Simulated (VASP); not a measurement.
# BiMo (F-43m) in VASP: a series of runs

The runs below take BiMo through single point, with PBEsol.

All numbers are computed with VASP 6.6.1; they aren't measurements. Logs are shortened: lines on timing, memory, paths and dates and some standing lists are left out, and cuts for length are marked.

## Step 1: The cell of the first run

It takes space group F-43m (No. 216, cubic). The conventional cell has a = 5.629 Å, b = 5.629 Å, c = 5.629 Å, α = 90.00°, β = 90.00°, γ = 90.00°. Within 3.2 Å of Mo (site symmetry -43m) lie 4 Bi at 2.44 Å. Within 3.2 Å of Bi (site symmetry -43m) lie 4 Mo at 2.44 Å.

## Step 2: Single point, PBEsol

INCAR reads:

```
PREC = Accurate
ENCUT = 520
EDIFF = 1E-6
ISMEAR = 0
SIGMA = 0.05
LREAL = F
LASPH = T
NELM = 80
ALGO = Normal
ISIF = 2
LWAVE = F
LCHARG = F
GGA = PS
NBANDS = 22
```

KPOINTS reads:

```
regular mesh
0
Gamma
  10 10 10
```

POSCAR reads:

```
BiMo
1.0
    0.0000000000      2.8145080310      2.8145080310
    2.8145080310      0.0000000000      2.8145080310
    2.8145080310      2.8145080310      0.0000000000
Mo Bi
1 1
Direct
    0.0000000000      0.0000000000      0.0000000000
    0.2500000000      0.2500000000      0.2500000000
```

Potentials or basis: VASP PAW PBE potentials, release 64 (Mo_sv, Bi_d).

On the command line:

```console
$ cat potpaw_PBE.64/Mo_sv/POTCAR potpaw_PBE.64/Bi_d/POTCAR > POTCAR
$ mpirun -np 1 vasp_std > vasp.out
```

OUTCAR:

```text
PREC = Accurate
   ENCUT = 520
   EDIFF = 1E-6
   ISMEAR = 0
   LREAL = F
   LASPH = T
   NELM = 80
   ISIF = 2
   GGA = PS

 ion  position               nearest neighbor table
   1  0.000  0.000  0.000-   2 2.44   2 2.44   2 2.44   2 2.44
   2  0.250  0.250  0.250-   1 2.44   1 2.44   1 2.44   1 2.44

  LATTYP: Found a face centered cubic cell.
 ALAT       =     5.6290160620

  Lattice vectors:

 A1 = (   0.0000000000,   2.8145080310,   2.8145080310)
 A2 = (   2.8145080310,   0.0000000000,   2.8145080310)
 A3 = (   2.8145080310,   2.8145080310,   0.0000000000)

Analysis of symmetry for initial positions (statically):
=====================================================================
 Subroutine PRICEL returns:
 Original cell was already a primitive cell.

 Routine SETGRP: Setting up the symmetry group for a
 face centered cubic supercell.

 Subroutine GETGRP returns: Found 24 space group operations
 (whereof 24 operations were pure point group operations)
 out of a pool of 48 trial point group operations.

The static configuration has the point symmetry T_d .

Analysis of symmetry for dynamics (positions and initial velocities):
=====================================================================
 Subroutine PRICEL returns:
 Original cell was already a primitive cell.

 Routine SETGRP: Setting up the symmetry group for a
 face centered cubic supercell.

 Subroutine GETGRP returns: Found 24 space group operations
 (whereof 24 operations were pure point group operations)
 out of a pool of 48 trial point group operations.

The dynamic configuration has the point symmetry T_d .

 Subroutine INISYM returns: Found 24 space group operations
 (whereof 24 operations are pure point group operations),
 and found     1 'primitive' translations

----------------------------------------------------------------------------------------

                                     Primitive cell

  volume of cell :      44.5900

  direct lattice vectors                    reciprocal lattice vectors
     0.000000000  2.814508031  2.814508031    -0.177650941  0.177650941  0.177650941
     2.814508031  0.000000000  2.814508031     0.177650941 -0.177650941  0.177650941
     2.814508031  2.814508031  0.000000000     0.177650941  0.177650941 -0.177650941

  length of vectors
[... 72 lines left out ...]
 SYSTEM =  unknown system
   PREC   = accura    normal or accurate (medium, high low for compatibility)
   ISTART =      0    job   : 0-new  1-cont  2-samecut
   ICHARG =      2    charge: 1-file 2-atom 10-const
   ISPIN  =      1    spin polarized calculation?
   LNONCOLLINEAR =      F non collinear calculations
   LSORBIT =      F    spin-orbit coupling
   LASPH  =      T    aspherical Exc in radial PAW
   ENCUT  =  520.0 eV  38.22 Ry    6.18 a.u.   7.40  7.40  7.40*2*pi/ulx,y,z
   NELM   =     80;   NELMIN=  2; NELMDL= -5     # of ELM steps
   EDIFF  = 0.1E-05   stopping-criterion for ELM
   LREAL  =      F    real-space projection
   EDIFFG = 0.1E-04   stopping-criterion for IOM
   NSW    =      0    number of steps for IOM
   IBRION =     -1    ionic relax: 0-MD 1-quasi-New 2-CG
   NFREE  =      0    steps in history (QN), initial steepest desc. (CG)
   ISIF   =      2    stress and relaxation
   ISYM   =      2    0-nonsym 1-usesym 2-fastsym
   POTIM  = 0.5000    time-step for ionic-motion
   TEBEG  =    0.0;   TEEND  =   0.0 temperature during run
   PSTRESS=    0.0 pullay stress
   NELECT =      29.0000    total number of electrons
   NUPDOWN=      -1.0000    fix difference up-down
   EMIN   =  10.00;   EMAX   =-10.00  energy-range for DOS
   EFERMI =   0.00;   METHOD = LEGACY
   ISMEAR =     0;   SIGMA  =   0.05  broadening in eV -4-tet -1-fermi 0-gaus
   EFERMI_NEDOS =   21; number of points for ismear=-14 and -15
   IALGO  =     38    algorithm
   IMIX   =      4    mixing-type and parameters
     AMIX     =   0.40;   BMIX     =  1.00
     AMIX_MAG =   1.60;   BMIX_MAG =  1.00
  volume/ion in A,a.u.               =      22.29       150.45
  Fermi-wavevector in a.u.,A,eV,Ry     =   1.418388  2.680364 27.372529  2.011824
  Thomas-Fermi vector in A             =   2.539519
   LORBIT       =      0    0 simple, 1 ext, 2 COOP (PROOUT), +10 PAW based schemes
   GGA     = PS    functional components
   LHFCALC =     F    Hartree Fock is set to
   AEXX    =    0.0000 exact exchange contribution
   IVDW    =     0    specifies the selected vdW correction
   LEPSILON=     F    determine dielectric tensor
   LRPA    =     F    only Hartree local field effects (RPA)
 non-spin polarized calculation
 Gauss-broadening in eV      SIGMA  =   0.05
  energy-cutoff  :      520.00
  volume of cell :       44.59
 maximum number of plane-waves:      1243
 NGX is ok and might be reduce to    30
   NGX = 15   NGY = 15   NGZ = 15

 number of electron      29.0000004 magnetization

 Free energy of the ion-electron system (eV)
  ---------------------------------------------------
  ext. energy  EPLUGINS =         0.00000000
  ---------------------------------------------------
  free energy    TOTEN  =       -10.84494946 eV

  energy without entropy =      -10.83567763  energy(sigma->0) =      -10.84031354

 E-fermi :   9.3413     XC(G=0): -11.4812

 val. band max:        9.3404030097   @ k =   0.5000   0.1000   0.0000
 cond. band min:       9.3506652007   @ k =  -0.2000   0.2000   0.0000
 fundamental gap:      0.0102621910
 Fermi energy:         9.3412557613

 k-point     1 :       0.0000    0.0000    0.0000
  band No.  band energies     occupation
      1     -50.8398      2.00000
      2     -25.2094      2.00000
      3     -25.2094      2.00000
      4     -25.2094      2.00000
      5     -13.2315      2.00000
      6     -13.2315      2.00000
[... 589 lines left out ...]
     21      21.3122      0.00000
     22      21.5698      0.00000

 [... further k-points ...]
[... 5 lines left out ...]
  --------------------------------------------------------------------------------------
  -------------------------------------------------------------------------------------
  Total       12.1782259     12.1782259     12.1782259      0.0000000      0.0000000      0.0000000
  in kB      437.5796698    437.5796698    437.5796698      0.0000000      0.0000000      0.0000000
  external PRESSURE =     437.5796698 kB  Pullay stress =       0.0000000 kB

 VOLUME and BASIS-vectors are now :
 -----------------------------------------------------------------------------
  energy-cutoff  :      520.00
  volume of cell :       44.59
      direct lattice vectors                 reciprocal lattice vectors
     0.000000000  2.814508031  2.814508031    -0.177650941  0.177650941  0.177650941
     2.814508031  0.000000000  2.814508031     0.177650941 -0.177650941  0.177650941
     2.814508031  2.814508031  0.000000000     0.177650941  0.177650941 -0.177650941

 POSITION                                       TOTAL-FORCE (eV/Angst)
 -----------------------------------------------------------------------------------
      0.00000      0.00000      0.00000        -0.000000     -0.000000     -0.000000
      1.40725      1.40725      1.40725         0.000000      0.000000      0.000000
 -----------------------------------------------------------------------------------
    total drift:                               -0.000001     -0.000001     -0.000000

  FREE ENERGIE OF THE ION-ELECTRON SYSTEM (eV)
  ---------------------------------------------------
  free  energy   TOTEN  =       -10.8449494628 eV

  energy  without entropy=      -10.8356776250  energy(sigma->0) =      -10.84031354
```

stdout:

```text
POSCAR found type information on POSCAR MoBi
 POSCAR found :  2 types and       2 ions
 scaLAPACK will be used
 -----------------------------------------------------------------------------
|                                                                             |
|                                                                             |
|     You enforced a specific xc type in the INCAR file but a different       |
|     I HOPE YOU KNOW WHAT YOU ARE DOING!                                     |
|                                                                             |
 -----------------------------------------------------------------------------

 LDA part: xc-table for (Slater+PW92), standard interpolation
 POSCAR, INCAR and KPOINTS ok, starting setup
 FFT: planning ... GRIDC
 FFT: planning ... GRID_SOFT
 FFT: planning ... GRID
 WAVECAR not read
 entering main loop
```

Wall time 18 s (1 thread of Intel Xeon 6975P-C (Granite Rapids), shared host); peak memory 0.19 GiB.

Results:

- Free energy: -10.8449 eV
- Pressure: 43.8 GPa
- Band gap on the k mesh: zero (an odd number of electrons rules out a gap without spin polarisation)

Caveat: the cell stands under pressure; the PAW data sets were made with another functional, which shifts forces and pressure a little; spin-orbit coupling is left out, which moves the levels of the heavy elements.

## Step 3: Single point, PBEsol (24.97 Å³/atom)

This run uses another cell than the first one, of 24.97 Å³/atom.

INCAR reads:

```
ALGO     = Normal         # electronic algorithm
EDIFF    = 1E-7           # SCF threshold, eV
ENCUT    = 520            # plane-wave cutoff, eV
GGA      = PS             # functional
ISIF     = 2              # what is computed and relaxed
ISMEAR   = 0              # smearing method
LASPH    = T              # aspherical terms in the spheres
LCHARG   = F              # write CHGCAR
LREAL    = F              # projectors in reciprocal space
LWAVE    = F              # write WAVECAR
NBANDS   = 22             # bands
NELM     = 80             # most SCF steps
PREC     = Accurate       # precision mode
SIGMA    = 0.05           # smearing width, eV
```

KPOINTS reads:

```
k-points
0
Gamma
  10 10 10
```

POSCAR reads:

```
BiMo
1.0
    0.0000000000      2.9228632701      2.9228632701
    2.9228632701      0.0000000000      2.9228632701
    2.9228632701      2.9228632701      0.0000000000
Mo Bi
1 1
Direct
    0.0000000000      0.0000000000      0.0000000000
    0.2500000000      0.2500000000      0.2500000000
```

Potentials or basis: VASP PAW PBE potentials, release 64 (Mo_sv, Bi_d).

On the command line:

```console
$ cat potpaw_PBE.64/Mo_sv/POTCAR potpaw_PBE.64/Bi_d/POTCAR > POTCAR
$ mpirun -np 1 vasp_std > vasp.out
```

Wall time 17 s (1 thread of Intel Xeon 6975P-C (Granite Rapids), shared host); peak memory 0.2 GiB.

Results (log left out):

```
Free energy            : -11.8983 eV
Pressure               : 21.1 GPa
Band gap on the k mesh : zero (an odd number of electrons rules out a gap without spin polarisation)
```

Levels at points of the mesh, in eV from the Fermi level:
| k point | band 13 | band 14 | band 15 | band 16 | band 17 | band 18 |
| --- | --- | --- | --- | --- | --- | --- |
| (0.00, 0.00, 0.00) | -2.97 | -0.13 | -0.13 | 3.30 | 6.77 | 6.77 |
| (0.50, 0.00, 0.00) | -2.59 | 0.03 | 0.03 | 0.36 | 3.93 | 3.93 |
| (0.50, 0.50, 0.00) | -1.44 | -1.02 | 0.00 | 0.87 | 1.05 | 1.05 |

Caveat: the cell stands under pressure; the PAW data sets were made with another functional, which shifts forces and pressure a little; spin-orbit coupling is left out, which moves the levels of the heavy elements.

## Step 4: Single point, PBEsol (27.97 Å³/atom)

This run uses another cell than the first one, of 27.97 Å³/atom.

INCAR reads:

```
SYSTEM = BiMo
PREC     = Accurate       ! precision mode
ENCUT    = 520            ! plane-wave cutoff, eV
EDIFF    = 1E-7           ! SCF threshold, eV
ISMEAR   = 0              ! smearing method
SIGMA    = 0.05           ! smearing width, eV
LREAL    = .FALSE.        ! projectors in reciprocal space
LASPH    = .TRUE.         ! aspherical terms in the spheres
NELM     = 80             ! most SCF steps
ALGO     = Fast           ! electronic algorithm
ISIF     = 2              ! what is computed and relaxed
LWAVE    = .FALSE.        ! write WAVECAR
LCHARG   = .TRUE.         ! write CHGCAR
GGA      = PS             ! functional
LELF     = .TRUE.         ! ELF
LVHAR    = .TRUE.       
NBANDS   = 22             ! bands
```

KPOINTS reads:

```
Automatic mesh
0
G
  10 10 10
  0 0 0
```

POSCAR reads:

```
BiMo
1.0
    0.0000000000      3.0353900581      3.0353900581
    3.0353900581      0.0000000000      3.0353900581
    3.0353900581      3.0353900581      0.0000000000
Mo Bi
1 1
Direct
    0.0000000000      0.0000000000      0.0000000000
    0.2500000000      0.2500000000      0.2500000000
```

On the command line:

```console
$ cat potpaw_PBE.64/Mo_sv/POTCAR potpaw_PBE.64/Bi_d/POTCAR > POTCAR
$ mpirun -np 1 vasp_std > vasp.out
```

Run time: 22 s. Hardware: 1 thread of Intel Xeon 6975P-C (Granite Rapids), shared host; peak memory 0.21 GiB.

The run converged. Its results:

```yaml
Free_energy: -12.3917 eV
Pressure: 6.5 GPa
Band_gap_on_the_k_mesh: zero (an odd number of electrons rules out a gap without spin polarisation)
```

Levels at points of the mesh, in eV from the Fermi level:
```
           k point  band 13  band 14  band 15  band 16  band 17  band 18
(0.00, 0.00, 0.00)    -2.67    -0.11    -0.11     2.83     5.99     5.99
(0.50, 0.00, 0.00)    -2.34     0.03     0.03     0.27     3.44     3.44
(0.50, 0.50, 0.00)    -1.43    -0.80     0.05     0.61     0.98     0.98
```

Caveat: the cell stands under pressure; the PAW data sets were made with another functional, which shifts forces and pressure a little; spin-orbit coupling is left out, which moves the levels of the heavy elements.

## Step 5: Single point, PBEsol (28.88 Å³/atom)

This run uses another cell than the first one, of 28.88 Å³/atom.

INCAR reads:

```
SYSTEM = BiMo
  PREC = Accurate
  ENCUT = 520
  EDIFF = 1E-7
  ISMEAR = 0
  SIGMA = 0.05
  LREAL = .False.
  LASPH = .True.
  NELM = 60
  ALGO = Normal
  ISIF = 2
  LWAVE = .False.
  LCHARG = .False.
  GGA = PS
  NBANDS = 22
```

KPOINTS reads:

```
regular mesh
0
Gamma
  10 10 10
  0 0 0
```

POSCAR reads:

```
BiMo
1.0
    0.0000000000      3.0679766292      3.0679766292
    3.0679766292      0.0000000000      3.0679766292
    3.0679766292      3.0679766292      0.0000000000
Mo Bi
1 1
Direct
    0.0000000000      0.0000000000      0.0000000000
    0.2500000000      0.2500000000      0.2500000000
```

On the command line:

```console
$ cat potpaw_PBE.64/Mo_sv/POTCAR potpaw_PBE.64/Bi_d/POTCAR > POTCAR
$ mpirun -np 1 vasp_std > vasp.out
```

Wall time 17 s (1 thread of Intel Xeon 6975P-C (Granite Rapids), shared host); peak memory 0.21 GiB.

It converged, with:

```yaml
Free_energy: -12.4479 eV
Pressure: 3.4 GPa
Band_gap_on_the_k_mesh: zero (an odd number of electrons rules out a gap without spin polarisation)
```

Levels at points of the mesh, in eV from the Fermi level:
```tsv
k point	band 12	band 13	band 14	band 15	band 16	band 17
(0.00, 0.00, 0.00)	-2.59	-2.59	-0.11	-0.11	2.70	5.76
(0.50, 0.00, 0.00)	-2.27	-2.27	0.03	0.03	0.25	3.32
(0.50, 0.50, 0.00)	-1.42	-1.42	-0.75	0.06	0.55	0.96
```

Caveat: the cell stands under pressure; the PAW data sets were made with another functional, which shifts forces and pressure a little; spin-orbit coupling is left out, which moves the levels of the heavy elements.

## Step 6: Summary

```tsv
cell	gap on the mesh (eV)	pressure (GPa)
a = 3.980 Å, angles 60.0°, 2 atoms	none	43.8
a = 4.134 Å, angles 60.0°, 2 atoms	none	21.1
a = 4.293 Å, angles 60.0°, 2 atoms	none	6.5
a = 4.339 Å, angles 60.0°, 2 atoms	none	3.4
```

Alike in all rows: task single point; level PBEsol; potentials or basis VASP PAW PBE potentials, release 64 (Mo_sv, Bi_d); no spin polarisation; k mesh 10 × 10 × 10; cutoff (eV) 520; smearing gaussian 0.05 eV.

Caveats: the cell stands under pressure; the PAW data sets were made with another functional, which shifts forces and pressure a little; spin-orbit coupling is left out, which moves the levels of the heavy elements.

Absolute energies hang on the potentials; compare differences alone.
